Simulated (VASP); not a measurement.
Input of a VASP 6.6.1 run:

File INCAR:

```
PREC = Accurate ; ENCUT = 750
EDIFF = 1E-6 ; ISMEAR = 0
SIGMA = 0.1 ; LREAL = False
LASPH = True ; NELM = 120
ALGO = Normal ; ISIF = 2
LWAVE = False ; LCHARG = True
GGA = PE ; LELF = True
LVHAR = True ; NBANDS = 54
GGA_COMPAT = False
```

KPOINTS

```
regular mesh
0
Gamma
  4 4 4
```

Contents of POSCAR:

```
BaLi3Rh4
1.0
    5.0698698900      0.0000000000      0.0000000000
    0.0000000000      5.0698698900      0.0000000000
    0.0000000000      0.0000000000      5.0698698900
Ba Li Rh
1 3 4
Direct
    0.5000000000      0.5000000000      0.5000000000
    0.0000000000      0.0000000000      0.5000000000
    0.0000000000      0.5000000000      0.0000000000
    0.5000000000      0.0000000000      0.0000000000
    0.0000000000      0.0000000000      0.0000000000
    0.5000000000      0.5000000000      0.0000000000
    0.5000000000      0.0000000000      0.5000000000
    0.0000000000      0.5000000000      0.5000000000
```

Potentials or basis: VASP PAW PBE potentials, release 64 (Ba_sv, Li_sv, Rh_sv_GW).

Launch:

```sh
$ cat potpaw_PBE.64/Ba_sv/POTCAR potpaw_PBE.64/Li_sv/POTCAR potpaw_PBE.64/Rh_sv_GW/POTCAR > POTCAR
$ mpirun -np 1 vasp_std > vasp.out
```

Question: Estimate the band gap on the k mesh.

Answer: Zero (an odd number of electrons rules out a gap without spin polarisation).

Question: Predict the pressure.

Answer: 8.2 GPa.

Caveat: the cell stands under pressure; spin-orbit coupling is left out, which moves the levels of the heavy elements.
